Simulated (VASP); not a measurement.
Zn: single point with PBEsol

The system is Zn.

```
CELL_PARAMETERS angstrom
2.16279 0.00000 0.00000
0.00000 2.16279 0.00000
0.00000 0.00000 2.16279
ATOMIC_POSITIONS crystal
Zn 0.00000 0.00000 0.00000
```

This cell differs from its parent crystal: volume scaled by 0.6.

```yaml
Program: VASP 6.6.1
Task: single point
Functional: PBEsol
Potentials_or_basis: VASP PAW PBE potentials, release 64 (Zn)
Cutoff: 520 eV
k_mesh: 17 × 17 × 17
Occupations: fermi-dirac, width 0.05 eV
Spin: no spin polarisation
Dipole_correction: no
Further_INCAR_settings: ALGO = Normal; EDIFF = 1e-07; NBANDS = 12
```

```yaml
Pressure: 113.8 GPa
Band_gap_on_the_k_mesh: zero (band 6 reaches 14.03 eV, above the bottom of band 7 at 4.49 eV)
```

Levels at points of the mesh, in eV from the Fermi level:
```tsv
k point	band 4	band 5	band 6	band 7	band 8	band 9
(0.00, 0.00, 0.00)	-7.83	-7.83	-7.83	17.65	17.65	17.65
```

It took 9.4 s on 1 thread of Intel(R) Xeon(R) Platinum 8259CL CPU @ 2.50GHz (Skylake/Cascade Lake), on a shared host, peak memory 0.12 GiB.

Caveat: the PAW data sets were made with another functional, which shifts forces and pressure a little.
